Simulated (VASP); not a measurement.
Set up this calculation in VASP 6.6.1, as the native input.

```
Task                   : single point
Functional             : PBEsol
Potentials or basis    : VASP PAW PBE potentials, release 64 (Ge_d)
Cutoff                 : 520 eV
k mesh                 : 20 × 20 × 18
Occupations            : gaussian, width 0.15 eV
Spin                   : no spin polarisation
Dipole correction      : no
Further INCAR settings : ALGO = Normal; EDIFF = 1e-06; NBANDS = 13
```

The structure of Ge lies in POSCAR:

```
Ge
1.0
    1.3971490000     -2.6005160000      0.0000000000
    1.3971490000      2.6005160000      0.0000000000
    0.0000000000      0.0000000000      2.6307752250
Ge
1
Direct
    0.5000000000      0.5000000000      0.0000000000
```

This cell differs from its parent crystal: strain +0.000 along x and y, -0.025 along z.

One way to write it, as run:

INCAR

```
SYSTEM = Ge
ALGO = Normal ; EDIFF = 1E-6
ENCUT = 520 ; GGA = PS
ISIF = 2 ; ISMEAR = 0
LASPH = .TRUE. ; LCHARG = .FALSE.
LREAL = .FALSE. ; LWAVE = .FALSE.
NBANDS = 13 ; NELM = 100
PREC = Accurate ; SIGMA = 0.15
```

KPOINTS

```
k-points
0
G
  20 20 18
  0 0 0
```

Potentials or basis: VASP PAW PBE potentials, release 64 (Ge_d).

Command:

```console
$ cat potpaw_PBE.64/Ge_d/POTCAR > POTCAR
$ mpirun -np 1 vasp_std > vasp.out
```

Results of the run:

| Quantity | Value |
| --- | --- |
| Pressure | -2.6 GPa |
| Band gap on the k mesh | zero (band 7 reaches 13.28 eV, above the bottom of band 8 at 3.31 eV) |

Caveat: the cell differs from its parent crystal (strain +0.000 along x and y, -0.025 along z); the PAW data sets were made with another functional, which shifts forces and pressure a little.

It took 2.4 min on 1 thread of AMD EPYC 7R43 64-Core Processor (Zen 3), on a shared host, peak memory 0.31 GiB.
